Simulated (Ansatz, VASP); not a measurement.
## Pb: VASP beside Ansatz

File INCAR:

```
  ALGO = Fast
  EDIFF = 1E-6
  ENCUT = 520
  GGA = PS
  ISIF = 2
  ISMEAR = 0
  LASPH = T
  LCHARG = F
  LREAL = F
  LWAVE = F
  NBANDS = 13
  NELM = 80
  PREC = Accurate
  SIGMA = 0.15
```

File KPOINTS:

```
k-points
0
Gamma
  16 16 16
```

The input POSCAR:

```
Pb
1.0
    0.0000000000      2.2722160000      2.6673840000
    2.2722160000      0.0000000000      2.6673840000
    2.2722160000      2.2722160000      0.0000000000
Pb
1
Direct
    0.0000000000      0.0000000000      0.0000000000
```

Input for Ansatz:

```yaml
crystal:
  lattice:
    - [0.0, 2.272216, 2.667384]
    - [2.272216, 0.0, 2.667384]
    - [2.272216, 2.272216, 0.0]
  atoms:
    - { symbol: Pb, position: [0.0, 0.0, 0.0] }
basis:
  ecutwfc: 420
kpoints:
  mp_grid: { grid: [16, 16, 16] }
hamiltonian:
  xc: pbesol
scf:
  occupations: { method: gaussian, width: 0.15 }
output:
  forces: true
  stress: true
  eigenvalues: true
```

Change from the starting cell: strain -0.080 along x and y, +0.080 along z, atoms carried along.

Alike in both runs: task single point; functional PBEsol; k mesh 16 × 16 × 16; occupations gaussian, width 0.15 eV; no spin polarisation.

|  | VASP | Ansatz |
| --- | --- | --- |
| version | VASP 6.6.1 | Ansatz 0.2.0 |
| potentials or method | VASP PAW PBE potentials, release 64 (Pb_d), cutoff 520 eV | scalar-relativistic, plane waves, PAW |
| valence electrons in the cell | 14 | 14 |

|  | VASP | Ansatz | Ansatz less VASP |
| --- | --- | --- | --- |
| gap on the k mesh at the Fermi level (eV) | none | none | - |
| pressure (GPa) | 5.4 | 5.4 | 0.00 |
| traceless stress, the component that is largest in VASP (GPa) | -2.58 | -2.59 | -0.005 |

VASP's potentials were made for PBE, not for PBEsol. A gap of «none» marks a metal or a gap that the smearing closes.

Spin-orbit coupling is off throughout.
